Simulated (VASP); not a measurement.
# Cs3Ge2S3 (Pm-3m) in VASP: further runs

The runs below take Cs3Ge2S3 through single point, with PBE.

All numbers are computed with VASP 6.6.1; they aren't measurements. Logs are shortened: lines on timing, memory, paths and dates and some standing lists are left out, and cuts for length are marked.

**1. The cell of the first run**

It takes space group Pm-3m (No. 221, cubic). Conventional cell: a = 6.572 Å, b = 6.572 Å, c = 6.572 Å, α = 90.00°, β = 90.00°, γ = 90.00°. Within 4.3 Å of Cs (site symmetry 4/mmm) lie 2 Ge at 3.29 Å and 4 S at 3.29 Å. Ge (site symmetry m-3m) has 6 S at 3.29 Å within 4.3 Å. Ge (site symmetry m-3m) has 6 Cs at 3.29 Å within 4.3 Å. S (site symmetry 4/mmm) has 4 Cs at 3.29 Å and 2 Ge at 3.29 Å within 4.3 Å.

**2. Single point, PBE**

Contents of INCAR:

```
PREC = Accurate
ENCUT = 520
EDIFF = 1E-6
ISMEAR = 0
SIGMA = 0.1
LREAL = F
LASPH = T
NELM = 100
ALGO = Fast
ISIF = 2
LWAVE = F
LCHARG = F
GGA = PE
NBANDS = 46
```

Contents of KPOINTS:

```
Automatic mesh
0
Gamma
  6 6 6
```

Contents of POSCAR:

```
Cs3Ge2S3
1.0
    6.5719412749      0.0000000000      0.0000000000
    0.0000000000      6.5719412749      0.0000000000
    0.0000000000      0.0000000000      6.5719412749
Cs Ge S
3 2 3
Direct
    0.5000000000      0.0000000000      0.0000000000
    0.0000000000      0.5000000000      0.0000000000
    0.0000000000      0.0000000000      0.5000000000
    0.5000000000      0.5000000000      0.5000000000
    0.0000000000      0.0000000000      0.0000000000
    0.0000000000      0.5000000000      0.5000000000
    0.5000000000      0.0000000000      0.5000000000
    0.5000000000      0.5000000000      0.0000000000
```

Potentials or basis: VASP PAW PBE potentials, release 64 (Cs_sv, Ge_d, S).

On the command line:

```bash
$ cat potpaw_PBE.64/Cs_sv/POTCAR potpaw_PBE.64/Ge_d/POTCAR potpaw_PBE.64/S/POTCAR > POTCAR
$ mpirun -np 1 vasp_std > vasp.out
```

OUTCAR:

```text
PREC = Accurate
   ENCUT = 520
   EDIFF = 1E-6
   ISMEAR = 0
   LREAL = F
   LASPH = T
   NELM = 100
   ISIF = 2
   GGA = PE

 ion  position               nearest neighbor table
   1  0.500  0.000  0.000-
   2  0.000  0.500  0.000-
   3  0.000  0.000  0.500-
   4  0.500  0.500  0.500-
   5  0.000  0.000  0.000-
   6  0.000  0.500  0.500-
   7  0.500  0.000  0.500-
   8  0.500  0.500  0.000-

  LATTYP: Found a simple cubic cell.
 ALAT       =     6.5719412749

  Lattice vectors:

 A1 = (   6.5719412749,   0.0000000000,   0.0000000000)
 A2 = (   0.0000000000,   6.5719412749,   0.0000000000)
 A3 = (   0.0000000000,   0.0000000000,   6.5719412749)

Analysis of symmetry for initial positions (statically):
=====================================================================
 Subroutine PRICEL returns:
 Original cell was already a primitive cell.

 Routine SETGRP: Setting up the symmetry group for a
 simple cubic supercell.

 Subroutine GETGRP returns: Found 48 space group operations
 (whereof 48 operations were pure point group operations)
 out of a pool of 48 trial point group operations.

The static configuration has the point symmetry O_h .

Analysis of symmetry for dynamics (positions and initial velocities):
=====================================================================
 Subroutine PRICEL returns:
 Original cell was already a primitive cell.

 Routine SETGRP: Setting up the symmetry group for a
 simple cubic supercell.

 Subroutine GETGRP returns: Found 48 space group operations
 (whereof 48 operations were pure point group operations)
 out of a pool of 48 trial point group operations.

The dynamic configuration has the point symmetry O_h .

 Subroutine INISYM returns: Found 48 space group operations
 (whereof 48 operations are pure point group operations),
 and found     1 'primitive' translations

----------------------------------------------------------------------------------------

                                     Primitive cell

  volume of cell :     283.8449

  direct lattice vectors                    reciprocal lattice vectors
     6.571941275  0.000000000  0.000000000     0.152162041  0.000000000  0.000000000
     0.000000000  6.571941275  0.000000000     0.000000000  0.152162041  0.000000000
     0.000000000  0.000000000  6.571941275     0.000000000  0.000000000  0.152162041

  length of vectors
     6.571941275  6.571941275  6.571941275     0.152162041  0.152162041  0.152162041

  position of ions in fractional coordinates (direct lattice)
     0.500000000  0.000000000  0.000000000
     0.000000000  0.500000000  0.000000000
     0.000000000  0.000000000  0.500000000
     0.500000000  0.500000000  0.500000000
     0.000000000  0.000000000  0.000000000
     0.000000000  0.500000000  0.500000000
     0.500000000  0.000000000  0.500000000
     0.500000000  0.500000000  0.000000000

  ion indices of the primitive-cell ions
   primitive index   ion index
                 1           1
                 2           2
                 3           3
                 4           4
                 5           5
                 6           6
                 7           7
                 8           8

----------------------------------------------------------------------------------------

 KPOINTS: Automatic mesh

Automatic generation of k-mesh.
 Grid dimensions read from file:
 generate k-points for:    6    6    6

 Generating k-lattice:

  Cartesian coordinates                     Fractional coordinates (reciprocal lattice)
     0.025360340  0.000000000  0.000000000     0.166666667  0.000000000  0.000000000
     0.000000000  0.025360340  0.000000000     0.000000000  0.166666667  0.000000000
     0.000000000  0.000000000  0.025360340     0.000000000  0.000000000  0.166666667

  Length of vectors
     0.025360340  0.025360340  0.025360340

  Shift w.r.t. Gamma in fractional coordinates (k-lattice)
     0.000000000  0.000000000  0.000000000

 Subroutine IBZKPT returns following result:
 ===========================================

 Found     20 irreducible k-points:

 Following reciprocal coordinates:
            Coordinates               Weight
  0.000000  0.000000  0.000000      1.000000
  0.166667  0.000000  0.000000      6.000000
  0.333333  0.000000  0.000000      6.000000
  0.500000  0.000000  0.000000      3.000000
  0.166667  0.166667  0.000000     12.000000
  0.333333  0.166667  0.000000     24.000000
[... 12 lines left out ...]
  0.500000  0.500000  0.333333      6.000000
  0.500000  0.500000  0.500000      1.000000
   k-points           NKPTS =     20   k-points in BZ     NKDIM =     20   number of bands    NBANDS=     46
   number of dos      NEDOS =    301   number of ions     NIONS =      8
   total plane-waves  NPLWV = 125000
   dimension x,y,z NGX =    50 NGY =   50 NGZ =   50
   dimension x,y,z NGXF=   100 NGYF=  100 NGZF=  100
   ions per type =               3   2   3
   NGX,Y,Z   is equivalent  to a cutoff of  12.65, 12.65, 12.65 a.u.
   NGXF,Y,Z  is equivalent  to a cutoff of  25.30, 25.30, 25.30 a.u.
 SYSTEM =  unknown system
   PREC   = accura    normal or accurate (medium, high low for compatibility)
   ISTART =      0    job   : 0-new  1-cont  2-samecut
   ICHARG =      2    charge: 1-file 2-atom 10-const
   ISPIN  =      1    spin polarized calculation?
   LNONCOLLINEAR =      F non collinear calculations
   LSORBIT =      F    spin-orbit coupling
   LASPH  =      T    aspherical Exc in radial PAW
   ENCUT  =  520.0 eV  38.22 Ry    6.18 a.u.  12.22 12.22 12.22*2*pi/ulx,y,z
   NELM   =    100;   NELMIN=  2; NELMDL= -5     # of ELM steps
   EDIFF  = 0.1E-05   stopping-criterion for ELM
   LREAL  =      F    real-space projection
   EDIFFG = 0.1E-04   stopping-criterion for IOM
   NSW    =      0    number of steps for IOM
   IBRION =     -1    ionic relax: 0-MD 1-quasi-New 2-CG
   NFREE  =      0    steps in history (QN), initial steepest desc. (CG)
   ISIF   =      2    stress and relaxation
   ISYM   =      2    0-nonsym 1-usesym 2-fastsym
   POTIM  = 0.5000    time-step for ionic-motion
   TEBEG  =    0.0;   TEEND  =   0.0 temperature during run
   PSTRESS=    0.0 pullay stress
   NELECT =      73.0000    total number of electrons
   NUPDOWN=      -1.0000    fix difference up-down
   EMIN   =  10.00;   EMAX   =-10.00  energy-range for DOS
   EFERMI =   0.00;   METHOD = LEGACY
   ISMEAR =     0;   SIGMA  =   0.10  broadening in eV -4-tet -1-fermi 0-gaus
   EFERMI_NEDOS =   21; number of points for ismear=-14 and -15
   IALGO  =     68    algorithm
   IMIX   =      4    mixing-type and parameters
     AMIX     =   0.40;   BMIX     =  1.00
     AMIX_MAG =   1.60;   BMIX_MAG =  1.00
  volume/ion in A,a.u.               =      35.48       239.43
  Fermi-wavevector in a.u.,A,eV,Ry     =   1.041091  1.967377 14.746959  1.083871
  Thomas-Fermi vector in A             =   2.175696
   LORBIT       =      0    0 simple, 1 ext, 2 COOP (PROOUT), +10 PAW based schemes
   GGA     = PE    functional components
   LHFCALC =     F    Hartree Fock is set to
   AEXX    =    0.0000 exact exchange contribution
   IVDW    =     0    specifies the selected vdW correction
   LEPSILON=     F    determine dielectric tensor
   LRPA    =     F    only Hartree local field effects (RPA)
 non-spin polarized calculation
 RMM-DIIS sequential band-by-band and
 Gauss-broadening in eV      SIGMA  =   0.10
  energy-cutoff  :      520.00
  volume of cell :      283.84
 maximum number of plane-waves:      7689
 NGX is ok and might be reduce to    50
   NGX = 25   NGY = 25   NGZ = 25

 number of electron      73.0000040 magnetization

 Free energy of the ion-electron system (eV)
  ---------------------------------------------------
  ext. energy  EPLUGINS =         0.00000000
  ---------------------------------------------------
  free energy    TOTEN  =       -22.05812580 eV

  energy without entropy =      -21.95928713  energy(sigma->0) =      -22.00870646

 E-fermi :   1.1716     XC(G=0):  -8.2668

 val. band max:        1.1602670625   @ k =   0.5000   0.1667   0.0000
 cond. band min:       1.1732597243   @ k =   0.5000   0.0000   0.0000
 fundamental gap:      0.0129926617
 Fermi energy:         1.1715706959

 k-point     1 :       0.0000    0.0000    0.0000
  band No.  band energies     occupation
      1     -23.9329      2.00000
      2     -23.9329      2.00000
      3     -23.9329      2.00000
      4     -23.9285      2.00000
      5     -23.9285      2.00000
      6     -23.6835      2.00000
[... 38 lines left out ...]
     45       4.6690      0.00000
     46       6.1275      0.00000

 k-point     2 :       0.1667    0.0000    0.0000
  band No.  band energies     occupation
      1     -23.9329      2.00000
      2     -23.9329      2.00000
      3     -23.9329      2.00000
      4     -23.9285      2.00000
      5     -23.9285      2.00000
      6     -23.6835      2.00000
[... 38 lines left out ...]
     45       4.7515      0.00000
     46       6.3975      0.00000

 k-point     3 :       0.3333    0.0000    0.0000
  band No.  band energies     occupation
      1     -23.9329      2.00000
      2     -23.9329      2.00000
      3     -23.9329      2.00000
      4     -23.9285      2.00000
      5     -23.9285      2.00000
      6     -23.6835      2.00000
[... 38 lines left out ...]
     45       5.4854      0.00000
     46       6.0938      0.00000

 k-point     4 :       0.5000    0.0000    0.0000
  band No.  band energies     occupation
      1     -23.9329      2.00000
      2     -23.9329      2.00000
      3     -23.9329      2.00000
      4     -23.9285      2.00000
      5     -23.9285      2.00000
      6     -23.6835      2.00000
[... 724 lines left out ...]
     45       7.2849      0.00000
     46       7.4194      0.00000

 k-point    19 :       0.5000    0.5000    0.3333
  band No.  band energies     occupation
      1     -23.9329      2.00000
      2     -23.9329      2.00000
      3     -23.9329      2.00000
      4     -23.9285      2.00000
      5     -23.9285      2.00000
      6     -23.6829      2.00000
[... 38 lines left out ...]
     45       7.3619      0.00000
     46       7.4467      0.00000

 k-point    20 :       0.5000    0.5000    0.5000
  band No.  band energies     occupation
      1     -23.9329      2.00000
      2     -23.9329      2.00000
      3     -23.9329      2.00000
      4     -23.9285      2.00000
      5     -23.9285      2.00000
      6     -23.6827      2.00000
[... 38 lines left out ...]
     45       8.0119      0.00000
     46       8.0170      0.00000

------------------------ aborting loop because EDIFF is reached ----------------------------------------

  FORCE on cell =-STRESS in cart. coord.  units (eV):
  Direction    XX          YY          ZZ          XY          YZ          ZX
  --------------------------------------------------------------------------------------
  -------------------------------------------------------------------------------------
  Total        0.1522233      0.1522233      0.1522233     -0.0000000     -0.0000000      0.0000000
  in kB        0.8592322      0.8592322      0.8592322     -0.0000000     -0.0000000      0.0000000
  external PRESSURE =       0.8592322 kB  Pullay stress =       0.0000000 kB

 VOLUME and BASIS-vectors are now :
 -----------------------------------------------------------------------------
  energy-cutoff  :      520.00
  volume of cell :      283.84
      direct lattice vectors                 reciprocal lattice vectors
     6.571941275  0.000000000  0.000000000     0.152162041  0.000000000  0.000000000
     0.000000000  6.571941275  0.000000000     0.000000000  0.152162041  0.000000000
     0.000000000  0.000000000  6.571941275     0.000000000  0.000000000  0.152162041

 POSITION                                       TOTAL-FORCE (eV/Angst)
 -----------------------------------------------------------------------------------
      3.28597      0.00000      0.00000         0.000000      0.000000      0.000000
      0.00000      3.28597      0.00000         0.000000      0.000000      0.000000
      0.00000      0.00000      3.28597         0.000000      0.000000      0.000000
      3.28597      3.28597      3.28597         0.000000      0.000000      0.000000
      0.00000      0.00000      0.00000         0.000000      0.000000      0.000000
      0.00000      3.28597      3.28597         0.000000      0.000000      0.000000
      3.28597      0.00000      3.28597         0.000000      0.000000      0.000000
      3.28597      3.28597      0.00000         0.000000      0.000000      0.000000
 -----------------------------------------------------------------------------------
    total drift:                                0.000000      0.000000     -0.000000

  FREE ENERGIE OF THE ION-ELECTRON SYSTEM (eV)
  ---------------------------------------------------
  free  energy   TOTEN  =       -22.0581258002 eV

  energy  without entropy=      -21.9592871278  energy(sigma->0) =      -22.00870646
```

Run time: 2.6 min. Hardware: 1 thread of AMD EPYC 9R45 (Zen 5), shared host; peak memory 0.45 GiB.

Results:

```yaml
Free_energy: -22.0581 eV
Pressure: 0.1 GPa
Band_gap_on_the_k_mesh: zero (an odd number of electrons rules out a gap without spin polarisation)
```

Caveat: spin-orbit coupling is left out, which moves the levels of the heavy elements.

(Continued in part 2 of 2.)
